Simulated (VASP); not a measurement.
Here is a VASP 6.6.1 calculation.

The input INCAR:

```
PREC     = Accurate       # precision mode
ENCUT    = 520            # plane-wave cutoff, eV
EDIFF    = 1E-6           # SCF threshold, eV
ISMEAR   = -1             # smearing method
SIGMA    = 0.05           # smearing width, eV
LREAL    = F              # projectors in reciprocal space
LASPH    = T              # aspherical terms in the spheres
NELM     = 80             # most SCF steps
ALGO     = Normal         # electronic algorithm
ISIF     = 2              # what is computed and relaxed
LWAVE    = F              # write WAVECAR
LCHARG   = F              # write CHGCAR
GGA      = PS             # functional
NBANDS   = 18             # bands
```

File KPOINTS:

```
Automatic mesh
0
Gamma
  9 9 9
```

The input POSCAR:

```
HfO2
1.0
    0.0000000000      2.5744375797      2.5744375797
    2.5744375797      0.0000000000      2.5744375797
    2.5744375797      2.5744375797      0.0000000000
Hf O
1 2
Direct
    0.0000000000      0.0000000000      0.0000000000
    0.7500000000      0.7500000000      0.7500000000
    0.2500000000      0.2500000000      0.2500000000
```

Potentials or basis: VASP PAW PBE potentials, release 64 (Hf_pv, O).

Launch:

```bash
$ cat potpaw_PBE.64/Hf_pv/POTCAR potpaw_PBE.64/O/POTCAR > POTCAR
$ mpirun -np 1 vasp_std > vasp.out
```

Task: Predict the pressure.

Result: -17.6 GPa.

Task: Predict the band gap on the k mesh.

Result: 3.66 eV, indirect (least direct gap 3.77 eV).

Caveat: the PAW data sets were made with another functional, which shifts forces and pressure a little; spin-orbit coupling is left out, which moves the levels of the heavy elements. A k mesh can miss the band edges.
